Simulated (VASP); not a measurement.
A run of VASP 6.6.1 is set up as follows.

Contents of INCAR:

```
PREC = Accurate
ENCUT = 520
EDIFF = 1E-6
ISMEAR = 0
SIGMA = 0.1
LREAL = False
LASPH = True
NELM = 60
ALGO = Normal
ISIF = 2
LWAVE = False
LCHARG = False
GGA = CA
NBANDS = 50
```

KPOINTS

```
regular mesh
0
Gamma
  9 9 8
```

POSCAR

```
Ta2N
1.0
    5.2288597096      0.0000000000      0.0000000000
   -2.6144298548      4.5283253413      0.0000000000
    0.0000000000      0.0000000000      4.8835331142
Ta N
6 3
Direct
    0.6669289619      0.6669289619      0.7526041962
    0.0000000000      0.3330710381      0.7526041962
    0.3330710381      0.0000000000      0.7526041962
    0.3330710381      0.3330710381      0.2473958038
    0.0000000000      0.6669289619      0.2473958038
    0.6669289619      0.0000000000      0.2473958038
    0.6666666667      0.3333333333      0.5000000000
    0.3333333333      0.6666666667      0.5000000000
    0.0000000000      0.0000000000      0.0000000000
```

Potentials or basis: VASP PAW LDA potentials, release 64 (Ta_pv, N).

Launch:

```console
$ cat potpaw_LDA.64/Ta_pv/POTCAR potpaw_LDA.64/N/POTCAR > POTCAR
$ mpirun -np 1 vasp_std > vasp.out
```

(1) Predict the largest force.

(2) Predict the pressure.

Results:

(1) 0.017 eV/Å.

(2) 1.6 GPa.
